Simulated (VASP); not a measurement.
The system is InP.

```
In P
1.0
     0.00000    2.87068    2.87068
     2.87068    0.00000    2.87068
     2.87068    2.87068    0.00000
In P
1 1
Cartesian
  0.0000 0.0000 0.0000
  4.3060 4.3060 4.3060
```

Base run:

| Quantity | Value |
| --- | --- |
| Program | VASP 6.6.1 |
| Functional | r2SCAN |
| Potentials or basis | VASP PAW PBE potentials, release 64 (In_d, P) |
| Cutoff | 520 eV |
| k mesh | 8 × 8 × 8 |
| Occupations | fermi-dirac, width 0.05 eV |
| Spin | no spin polarisation |

Its results: band gap on the k mesh 1.53 eV; pressure 6.9 GPa.

Problem. The run is repeated on the same cell with these changes: functional from r2SCAN to b88 exchange, pbe correlation; cutoff from 520 eV to 500 eV. What comes out?

Solution. Band gap on the k mesh 1.03 eV; pressure 8.4 GPa.

Caveats: the cell stands under pressure; the PAW data sets were made with another functional, which shifts forces and pressure a little; spin-orbit coupling is left out, which moves the levels of the heavy elements.

A k mesh can miss the band edges.
